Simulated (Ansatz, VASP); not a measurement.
## ZnS: VASP beside Ansatz

INCAR

```
SYSTEM = ZnS
PREC = Accurate
ENCUT = 520
EDIFF = 1E-7
ISMEAR = 0
SIGMA = 0.05
LREAL = .FALSE.
LASPH = .TRUE.
NELM = 80
ALGO = Normal
ISIF = 2
LWAVE = .FALSE.
LCHARG = .TRUE.
GGA = PE
LELF = .TRUE.
LVHAR = .TRUE.
NBANDS = 36
```

KPOINTS

```
Automatic mesh
0
G
  8 8 3
  0 0 0
```

POSCAR

```
ZnS
1.0
    2.7215639849     -2.7215639849      0.0000000000
    2.7215639849      0.0000000000     -2.7215639849
    6.8039099624      4.9895339724      4.5359399749
Zn S
3 3
Direct
    0.2569388889      0.1805444444      0.4583666667
    0.6458277778      0.6249888889      0.1250333333
   -0.1319500000     -0.2639000000      0.7917000000
    0.5208277778      0.3749888889      0.8750333333
    0.9097166667     -0.1805666667      0.5417000000
    0.2986055556      0.2638777778      0.2083666667
```

Input for Ansatz:

```yaml
crystal:
  lattice:
    - [2.7215639849, -2.7215639849, 0.0]
    - [2.7215639849, 0.0, -2.7215639849]
    - [6.8039099624, 4.9895339724, 4.5359399749]
  atoms:
    - { symbol: Zn, position: [0.2569388889, 0.1805444444, 0.4583666667] }
    - { symbol: Zn, position: [0.6458277778, 0.6249888889, 0.1250333333] }
    - { symbol: Zn, position: [-0.13195, -0.2639, 0.7917] }
    - { symbol: S, position: [0.5208277778, 0.3749888889, 0.8750333333] }
    - { symbol: S, position: [0.9097166667, -0.1805666667, 0.5417] }
    - { symbol: S, position: [0.2986055556, 0.2638777778, 0.2083666667] }
basis:
  ecutwfc: 420
kpoints:
  mp_grid: { grid: [8, 8, 3] }
hamiltonian:
  xc: pbe
scf:
  occupations: { method: gaussian, width: 0.05 }
output:
  forces: true
  stress: true
  eigenvalues: true
```

Alike in both runs: task single point; functional PBE; k mesh 8 × 8 × 3; occupations gaussian, width 0.05 eV; no spin polarisation.

```csv
,VASP,Ansatz
version,VASP 6.6.1,Ansatz 0.2.0
potentials or method,"VASP PAW PBE potentials, release 64 (Zn, S), cutoff 520 eV","scalar-relativistic, plane waves, PAW"
valence electrons in the cell,54,54
```

|  | VASP | Ansatz | Ansatz less VASP |
| --- | --- | --- | --- |
| gap on the k mesh at the Fermi level (eV) | 1.08 | 1.07 | -0.003 |
| least direct gap on the mesh (eV) | 1.08 | 1.07 | -0.003 |
| pressure (GPa) | -0.2 | -0.3 | -0.13 |
| traceless stress, the component that is largest in VASP (GPa) | -2.49 | -2.49 | -0.001 |
| rms of the force components (eV/Å) | 0.167 | 0.167 | -0.0002 |

Atom by atom the forces differ by 0.004 eV/Å (rms over components).
